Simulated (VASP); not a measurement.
Crystal: KF.

```
K F
1.0
    -0.07281   -2.74322   -2.75534
    -2.67042   -0.05802   -2.77013
     2.62730    2.74448   -5.43912
K F
2 2
Direct
  0.00489 0.05626 0.00442
  0.47396 0.48215 0.49570
  0.22284 0.27431 0.24839
  0.79832 0.68727 0.75149
```

- Program: VASP 6.6.1
- Task: relaxation of cell and atoms
- Functional: PBE
- Potentials or basis: VASP PAW PBE potentials, release 64 (K_sv, F)
- Cutoff: 600 eV
- k mesh: 6 × 6 × 6
- Occupations: gaussian, width 0.1 eV
- Spin: no spin polarisation

At the start: pressure 1.6 GPa; volume 19.75 Å³/atom.

Where does the relaxation end?

Over 12 steps the energy falls by 46.1 meV/atom and the volume is 19.93 Å³/atom (+0.9 %); space group P1 (No. 1, to 0.1 Å) before, Fm-3m (No. 225, to 0.1 Å).

The path:
```
step  energy change (eV)  largest force (eV/Å)  pressure (GPa)  volume (Å³)
   1              0.0000                0.8652            1.58        79.01
   2             -0.0785                0.4582            0.21        81.25
   3             -0.1052                0.2730           -1.17        84.67
   4             -0.1060                0.2801           -1.01        84.20
   5             -0.1293                0.2475           -0.71        82.77
   6             -0.1639                0.1372            0.54        78.57
   7             -0.1745                0.1033            0.16        79.36
   8             -0.1789                0.0999           -0.21        80.29
   9             -0.1821                0.0692           -0.05        79.78
  10             -0.1832                0.0474            0.31        78.80
  11             -0.1836                0.0375            0.17        79.16
  12             -0.1845                0.0235           -0.05        79.72
```

Final structure:
```
CELL_PARAMETERS angstrom
0.00040 -2.71352 -2.70993
-2.71409 0.00339 -2.71036
2.70641 2.70541 -5.41629
ATOMIC_POSITIONS crystal
K 0.00031 0.99944 0.99988
K 0.50135 0.49888 0.49966
F 0.25113 0.25078 0.24976
F 0.74721 0.75089 0.75070
```
